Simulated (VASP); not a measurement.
# Na15S8 (a cell with a defect) in VASP: relaxation of the atoms with PBE

Aim: the relaxation of the atoms of Na15S8 (a cell with a defect) with PBE.

Everything below comes from runs of VASP 6.6.1. Logs are shortened: lines on timing, memory, paths and dates and some standing lists are left out, and cuts for length are marked.

## Step 1: The cell of the first run

The cell holds a defect, 23 atoms: a = 9.190 Å, b = 9.190 Å, c = 9.190 Å, α = 60.00°, β = 60.00°, γ = 60.00°.

## Step 2: Relaxation of the atoms, PBE

File INCAR:

```
SYSTEM = Na15S8
PREC     = Accurate       ! precision mode
ENCUT    = 450            ! plane-wave cutoff, eV
EDIFF    = 1E-7           ! SCF threshold, eV
ISMEAR   = -1             ! smearing method
SIGMA    = 0.01           ! smearing width, eV
LREAL    = .False.        ! projectors in reciprocal space
LASPH    = .True.         ! aspherical terms in the spheres
NELM     = 120            ! most SCF steps
ALGO     = Normal         ! electronic algorithm
ISIF     = 2              ! what is computed and relaxed
LWAVE    = .False.        ! write WAVECAR
LCHARG   = .False.        ! write CHGCAR
GGA      = PE             ! functional
IBRION   = 2              ! ionic algorithm
NSW      = 60             ! ionic steps
EDIFFG   = -0.03          ! ionic threshold
NELECT   = 154.0        
GGA_COMPAT= .False.      
NELMIN   = 4            
KPAR     = 4
```

File KPOINTS:

```
Automatic mesh
0
Gamma
  3 3 3
  0 0 0
```

File POSCAR:

```
Na15S8
1.0
    0.0000000000      6.4983089786      6.4983089786
    6.4983089786      0.0000000000      6.4983089786
    6.4983089786      6.4983089786      0.0000000000
Na S
15 8
Direct
    0.1250000000      0.1250000000      0.6250000000
    0.1250000000      0.6250000000      0.1250000000
    0.1250000000      0.6250000000      0.6250000000
    0.6250000000      0.1250000000      0.1250000000
    0.6250000000      0.1250000000      0.6250000000
    0.6250000000      0.6250000000      0.1250000000
    0.6250000000      0.6250000000      0.6250000000
    0.3750000000      0.3750000000      0.3750000000
    0.3750000000      0.3750000000      0.8750000000
    0.3750000000      0.8750000000      0.3750000000
    0.3750000000      0.8750000000      0.8750000000
    0.8750000000      0.3750000000      0.3750000000
    0.8750000000      0.3750000000      0.8750000000
    0.8750000000      0.8750000000      0.3750000000
    0.8750000000      0.8750000000      0.8750000000
    0.0000000000      0.0000000000      0.0000000000
    0.0000000000      0.0000000000      0.5000000000
    0.0000000000      0.5000000000      0.0000000000
    0.0000000000      0.5000000000      0.5000000000
    0.5000000000      0.0000000000      0.0000000000
    0.5000000000      0.0000000000      0.5000000000
    0.5000000000      0.5000000000      0.0000000000
    0.5000000000      0.5000000000      0.5000000000
```

Potentials or basis: VASP PAW PBE potentials, release 64 (Na_pv, S).

The run is started by

```bash
cat potpaw_PBE.64/Na_pv/POTCAR potpaw_PBE.64/S/POTCAR > POTCAR
mpirun -np 4 vasp_std > vasp.out
```

OUTCAR:

```text
SYSTEM = Na15S8
   PREC = Accurate
   ENCUT = 450
   EDIFF = 1E-7
   ISMEAR = -1
   LREAL = .False.
   LASPH = .True.
   NELM = 120
   ISIF = 2
   GGA = PE
   IBRION = 2
   NSW = 60
   EDIFFG = -0.03
   NELECT = 154.0
   NELMIN = 4

 ion  position               nearest neighbor table
   1  0.125  0.125  0.625-
   2  0.125  0.625  0.125-
   3  0.125  0.625  0.625-
   4  0.625  0.125  0.125-
   5  0.625  0.125  0.625-
   6  0.625  0.625  0.125-
[... 15 lines left out ...]
  22  0.500  0.500  0.000-
  23  0.500  0.500  0.500-

  LATTYP: Found a face centered cubic cell.
 ALAT       =    12.9966179572

  Lattice vectors:

 A1 = (   0.0000000000,   6.4983089786,   6.4983089786)
 A2 = (   6.4983089786,   0.0000000000,   6.4983089786)
 A3 = (   6.4983089786,   6.4983089786,   0.0000000000)

Analysis of symmetry for initial positions (statically):
=====================================================================
 Subroutine PRICEL returns:
 Original cell was already a primitive cell.

 Routine SETGRP: Setting up the symmetry group for a
 face centered cubic supercell.

 Subroutine GETGRP returns: Found 24 space group operations
 (whereof  6 operations were pure point group operations)
 out of a pool of 48 trial point group operations.

The static configuration has the point symmetry C_3v.
 The point group associated with its full space group is T_d .

Analysis of symmetry for dynamics (positions and initial velocities):
=====================================================================
 Subroutine PRICEL returns:
 Original cell was already a primitive cell.

 Routine SETGRP: Setting up the symmetry group for a
 face centered cubic supercell.

 Subroutine GETGRP returns: Found 24 space group operations
 (whereof  6 operations were pure point group operations)
 out of a pool of 48 trial point group operations.

The dynamic configuration has the point symmetry C_3v.
 The point group associated with its full space group is T_d .

 Subroutine INISYM returns: Found 24 space group operations
 (whereof  6 operations are pure point group operations),
 and found     1 'primitive' translations

----------------------------------------------------------------------------------------

                                     Primitive cell

  volume of cell :     548.8214

  direct lattice vectors                    reciprocal lattice vectors
     0.000000000  6.498308979  6.498308979    -0.076943094  0.076943094  0.076943094
     6.498308979  0.000000000  6.498308979     0.076943094 -0.076943094  0.076943094
     6.498308979  6.498308979  0.000000000     0.076943094  0.076943094 -0.076943094

  length of vectors
     9.189996690  9.189996690  9.189996690     0.133269348  0.133269348  0.133269348

  position of ions in fractional coordinates (direct lattice)
     0.125000000  0.125000000  0.625000000
     0.125000000  0.625000000  0.125000000
     0.125000000  0.625000000  0.625000000
     0.625000000  0.125000000  0.125000000
     0.625000000  0.125000000  0.625000000
     0.625000000  0.625000000  0.125000000
[... 15 lines left out ...]
     0.500000000  0.500000000  0.000000000
     0.500000000  0.500000000  0.500000000

  ion indices of the primitive-cell ions
   primitive index   ion index
                 1           1
                 2           2
                 3           3
                 4           4
                 5           5
                 6           6
[... 15 lines left out ...]
                22          22
                23          23

----------------------------------------------------------------------------------------

 KPOINTS: Automatic mesh

Automatic generation of k-mesh.
 Grid dimensions read from file:
 generate k-points for:    3    3    3

 Generating k-lattice:

  Cartesian coordinates                     Fractional coordinates (reciprocal lattice)
    -0.025647698  0.025647698  0.025647698     0.333333333  0.000000000  0.000000000
     0.025647698 -0.025647698  0.025647698     0.000000000  0.333333333  0.000000000
     0.025647698  0.025647698 -0.025647698     0.000000000  0.000000000  0.333333333

  Length of vectors
     0.044423116  0.044423116  0.044423116

  Shift w.r.t. Gamma in fractional coordinates (k-lattice)
     0.000000000  0.000000000  0.000000000

 Subroutine IBZKPT returns following result:
 ===========================================

 Found      4 irreducible k-points:

 Following reciprocal coordinates:
            Coordinates               Weight
  0.000000  0.000000  0.000000      1.000000
  0.333333  0.000000  0.000000      8.000000
  0.333333  0.333333  0.000000      6.000000
 -0.333333  0.333333  0.000000     12.000000
   k-points           NKPTS =      4   k-points in BZ     NKDIM =      4   number of bands    NBANDS=     92
   number of dos      NEDOS =    301   number of ions     NIONS =     23
   total plane-waves  NPLWV = 262144
   dimension x,y,z NGX =    64 NGY =   64 NGZ =   64
   dimension x,y,z NGXF=   128 NGYF=  128 NGZF=  128
   ions per type =              15   8
   NGX,Y,Z   is equivalent  to a cutoff of  11.58, 11.58, 11.58 a.u.
   NGXF,Y,Z  is equivalent  to a cutoff of  23.16, 23.16, 23.16 a.u.
 SYSTEM =  Na15S8
   PREC   = accura    normal or accurate (medium, high low for compatibility)
   ISTART =      0    job   : 0-new  1-cont  2-samecut
   ICHARG =      2    charge: 1-file 2-atom 10-const
   ISPIN  =      1    spin polarized calculation?
   LNONCOLLINEAR =      F non collinear calculations
   LSORBIT =      F    spin-orbit coupling
   LASPH  =      T    aspherical Exc in radial PAW
   ENCUT  =  450.0 eV  33.07 Ry    5.75 a.u.  15.90 15.90 15.90*2*pi/ulx,y,z
   NELM   =    120;   NELMIN=  4; NELMDL= -5     # of ELM steps
   EDIFF  = 0.1E-06   stopping-criterion for ELM
   LREAL  =      F    real-space projection
   EDIFFG = -.3E-01   stopping-criterion for IOM
   NSW    =     60    number of steps for IOM
   IBRION =      2    ionic relax: 0-MD 1-quasi-New 2-CG
   NFREE  =      1    steps in history (QN), initial steepest desc. (CG)
   ISIF   =      2    stress and relaxation
   ISYM   =      2    0-nonsym 1-usesym 2-fastsym
   POTIM  = 0.5000    time-step for ionic-motion
   TEBEG  =    0.0;   TEEND  =   0.0 temperature during run
   PSTRESS=    0.0 pullay stress
   NELECT =     154.0000    total number of electrons
   NUPDOWN=      -1.0000    fix difference up-down
   EMIN   =  10.00;   EMAX   =-10.00  energy-range for DOS
   EFERMI =   0.00;   METHOD = LEGACY
   ISMEAR =    -1;   SIGMA  =   0.01  broadening in eV -4-tet -1-fermi 0-gaus
   EFERMI_NEDOS =   21; number of points for ismear=-14 and -15
   IALGO  =     38    algorithm
   IMIX   =      4    mixing-type and parameters
     AMIX     =   0.40;   BMIX     =  1.00
     AMIX_MAG =   1.60;   BMIX_MAG =  1.00
  volume/ion in A,a.u.               =      23.86       161.03
  Fermi-wavevector in a.u.,A,eV,Ry     =   1.071778  2.025366 15.629113  1.148707
  Thomas-Fermi vector in A             =   2.207528
   LORBIT       =      0    0 simple, 1 ext, 2 COOP (PROOUT), +10 PAW based schemes
   GGA     = PE    functional components
   LHFCALC =     F    Hartree Fock is set to
   AEXX    =    0.0000 exact exchange contribution
   IVDW    =     0    specifies the selected vdW correction
   LEPSILON=     F    determine dielectric tensor
   LRPA    =     F    only Hartree local field effects (RPA)
 conjugate gradient relaxation of ions
 non-spin polarized calculation
  energy-cutoff  :      450.00
  volume of cell :      548.82
 maximum number of plane-waves:     11935
   NGX = 31   NGY = 31   NGZ = 31

--------------------------------------- Ionic step        1  -------------------------------------------

 number of electron     153.9999851 magnetization

 Free energy of the ion-electron system (eV)
  ---------------------------------------------------
  ext. energy  EPLUGINS =         0.00000000
  ---------------------------------------------------
  free energy    TOTEN  =       -75.03323907 eV

  energy without entropy =      -75.03323907  energy(sigma->0) =      -75.03323907

------------------------ aborting loop because EDIFF is reached ----------------------------------------

  FORCE on cell =-STRESS in cart. coord.  units (eV):
  Direction    XX          YY          ZZ          XY          YZ          ZX
  --------------------------------------------------------------------------------------
  -------------------------------------------------------------------------------------
  Total        6.6450565      6.6450565      6.6450565     -0.0000000     -0.0000000     -0.0000000
  in kB       19.3989486     19.3989486     19.3989486     -0.0000000     -0.0000000     -0.0000000
  external PRESSURE =      19.3989486 kB  Pullay stress =       0.0000000 kB
[... 384 lines left out ...]
  energy  without entropy=      -75.3909670088  energy(sigma->0) =      -75.39096701

--------------------------------------- Ionic step        8  -------------------------------------------

 number of electron     153.9999983 magnetization

 Free energy of the ion-electron system (eV)
  ---------------------------------------------------
  ext. energy  EPLUGINS =         0.00000000
  ---------------------------------------------------
  free energy    TOTEN  =       -75.39341027 eV

  energy without entropy =      -75.39341027  energy(sigma->0) =      -75.39341027

 E-fermi :   0.4782     XC(G=0):  -7.7927

 val. band max:        0.2232848207   @ k =   0.0000   0.0000   0.0000
 cond. band min:       2.6456798512   @ k =   0.0000   0.0000   0.0000
 fundamental gap:      2.4223950305
 Fermi energy:         0.4782497415

 k-point     1 :       0.0000    0.0000    0.0000
  band No.  band energies     occupation
      1     -22.2536      2.00000
      2     -22.2536      2.00000
      3     -22.2536      2.00000
      4     -22.2309      2.00000
      5     -22.2309      2.00000
      6     -22.2309      2.00000
[... 81 lines left out ...]
     88       6.2583      0.00000
     89       6.6251      0.00000

 k-point     2 :       0.3333    0.0000    0.0000
  band No.  band energies     occupation
      1     -22.2527      2.00000
      2     -22.2527      2.00000
      3     -22.2525      2.00000
      4     -22.2292      2.00000
      5     -22.2279      2.00000
      6     -22.2279      2.00000
[... 81 lines left out ...]
     88       6.1513      0.00000
     89       6.4559      0.00000

 k-point     3 :       0.3333    0.3333    0.0000
  band No.  band energies     occupation
      1     -22.2529      2.00000
      2     -22.2529      2.00000
      3     -22.2520      2.00000
      4     -22.2340      2.00000
      5     -22.2340      2.00000
      6     -22.2302      2.00000
[... 81 lines left out ...]
     88       6.1429      0.00000
     89       6.2283      0.00000

 k-point     4 :      -0.3333    0.3333    0.0000
  band No.  band energies     occupation
      1     -22.2524      2.00000
      2     -22.2524      2.00000
      3     -22.2522      2.00000
      4     -22.2341      2.00000
      5     -22.2338      2.00000
      6     -22.2279      2.00000
[... 81 lines left out ...]
     88       6.4420      0.00000
     89       6.5546      0.00000
 [bands above 89 left out]

------------------------ aborting loop because EDIFF is reached ----------------------------------------

  FORCE on cell =-STRESS in cart. coord.  units (eV):
  Direction    XX          YY          ZZ          XY          YZ          ZX
  --------------------------------------------------------------------------------------
  -------------------------------------------------------------------------------------
  Total        7.2322020      7.2322020      7.2322020      0.0000000     -0.0000000      0.0000000
  in kB       21.1130057     21.1130057     21.1130057      0.0000000     -0.0000000      0.0000000
  external PRESSURE =      21.1130057 kB  Pullay stress =       0.0000000 kB
[... 38 lines left out ...]
  FREE ENERGIE OF THE ION-ELECTRON SYSTEM (eV)
  ---------------------------------------------------
  free  energy   TOTEN  =       -75.3934102650 eV

  energy  without entropy=      -75.3934102650  energy(sigma->0) =      -75.39341027

 reached required accuracy - stopping structural energy minimisation
```

Run time: 8.4 min. Hardware: 4 MPI ranks of Intel Xeon Platinum 8375C at 2.90GHz (Ice Lake), shared host; peak memory 0.71 GiB.

Results:

* Free energy: -75.3934 eV
* Energy gained by relaxing: 15.7 meV/atom
* Ionic steps: 8
* Largest force after relaxing: 0.028 eV/Å

Forces on the atoms (eV/Å):
```
Na   0.000  0.000  0.023
Na   0.000  0.023  0.000
Na  -0.023  0.000  0.000
Na   0.023  0.000  0.000
Na   0.000 -0.023  0.000
Na   0.000  0.000 -0.023
Na   0.000  0.000  0.000
Na   0.000  0.000  0.000
Na   0.000  0.000 -0.008
Na   0.000 -0.008  0.000
Na   0.008  0.000  0.000
Na  -0.008  0.000  0.000
Na   0.000  0.008  0.000
Na   0.000  0.000  0.008
Na   0.000  0.000  0.000
S   -0.016 -0.016 -0.016
S    0.016  0.016 -0.016
S    0.016 -0.016  0.016
S    0.002 -0.002 -0.002
S   -0.016  0.016  0.016
S   -0.002  0.002 -0.002
S   -0.002 -0.002  0.002
S    0.002  0.002  0.002
```

The path:
```
step  energy change (eV)  largest force (eV/Å)  pressure (GPa)
   1              0.0000                0.4687            1.94
   2             -0.0892                0.4136            1.96
   3             -0.2720                0.2505            2.04
   4             -0.2506                0.4477            2.34
   5             -0.3273                0.1568            2.15
   6             -0.3459                0.0779            2.13
   7             -0.3577                0.0520            2.11
   8             -0.3602                0.0284            2.11
```

Final structure:
```
Na S
1.0
     0.00000    6.49831    6.49831
     6.49831    0.00000    6.49831
     6.49831    6.49831    0.00000
Na S
15 8
Direct
  0.12205 0.12205 0.62795
  0.12205 0.62795 0.12205
  0.12205 0.62795 0.62795
  0.62795 0.12205 0.12205
  0.62795 0.12205 0.62795
  0.62795 0.62795 0.12205
  0.62500 0.62500 0.62500
  0.37500 0.37500 0.37500
  0.35953 0.35953 0.89047
  0.35953 0.89047 0.35953
  0.35953 0.89047 0.89047
  0.89047 0.35953 0.35953
  0.89047 0.35953 0.89047
  0.89047 0.89047 0.35953
  0.87500 0.87500 0.87500
  0.99639 0.99639 0.99639
  0.99639 0.99639 0.51083
  0.99639 0.51083 0.99639
  0.00091 0.49970 0.49970
  0.51083 0.99639 0.99639
  0.49970 0.00091 0.49970
  0.49970 0.49970 0.00091
  0.49970 0.49970 0.49970
```

Caveat: the cell carries a net charge on a neutralising background, which shifts energy and pressure; the cell is charged against a uniform background, so pressure and absolute levels hang on convention.
